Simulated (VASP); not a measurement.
A run of VASP 6.6.1:

The input INCAR:

```
SYSTEM = Ta
PREC = Accurate
ENCUT = 520
EDIFF = 1E-6
ISMEAR = 0
SIGMA = 0.1
LREAL = .False.
LASPH = .True.
NELM = 100
ALGO = Fast
ISIF = 2
LWAVE = .False.
LCHARG = .False.
GGA = PE
NBANDS = 12
```

File KPOINTS:

```
regular mesh
0
Gamma
  18 18 18
  0 0 0
```

The input POSCAR:

```
Ta
1.0
   -1.5150328872      1.5150328872      1.5150328872
    1.7131864872     -1.7131864872      1.9113400872
    1.7131864872      1.9113400872     -1.7131864872
Ta
1
Direct
    0.0000000000      0.0000000000      0.0000000000
```

Potentials or basis: VASP PAW PBE potentials, release 64 (Ta_pv).

Launch:

```sh
$ cat potpaw_PBE.64/Ta_pv/POTCAR > POTCAR
$ mpirun -np 1 vasp_std > vasp.out
```

Hardware: 1 thread of Intel Xeon 6975P-C, with other jobs on the host.

Q: How long does it take, and how much memory?

A: Wall time 89 s on 1 thread of Intel Xeon 6975P-C, on a shared host, peak memory 0.24 GiB. Counts: scf iterations 13, k points 580.
